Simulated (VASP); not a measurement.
## Ce: single point with PBE

The system is Ce.

```
Ce
1.0
    -1.90873    1.90873    1.90873
     1.90873   -1.90873    1.90873
     1.90873    1.90873   -1.90873
Ce
1
Direct
  0.00000 0.00000 0.00000
```

This isn't the form of Ce at room conditions, which is fcc.

```json
{"Program": "VASP 6.6.1", "Task": "single point", "Functional": "PBE", "Potentials or basis": "VASP PAW PBE potentials, release 64 (Ce)", "Cutoff": "520 eV", "k mesh": "40 × 40 × 40", "Occupations": "fermi-dirac, width 0.0612256 eV", "Spin": "no spin polarisation"}
```

- Pressure: -0.6 GPa
- Band gap on the k mesh: zero (bands 6 and 7 overlap by 1.01 eV)

Levels at points of the mesh, in eV from the Fermi level:
```csv
k point,band 3,band 4,band 5,band 6,band 7,band 8,band 9,band 10
"(0.00, 0.00, 0.00)",-16.00,-16.00,-2.88,0.12,0.12,0.12,0.94,0.94
"(0.50, 0.00, 0.00)",-16.77,-16.06,-2.11,-0.36,0.17,0.38,0.54,0.77
"(0.50, 0.50, 0.50)",-17.66,-17.66,-2.56,-2.56,0.28,0.56,0.56,0.56
```

Run time: 6.3 min on 1 thread of AMD EPYC 9R45 96-Core Processor (Zen 5), with other jobs on the host, peak memory 0.73 GiB.

Caveat: spin-orbit coupling is left out, which moves the levels of the heavy elements; semilocal functionals describe open f shells poorly, which spoils levels, moments and volumes. Spin polarisation is off, so any magnetic state and its effect on volume and gap are missing.
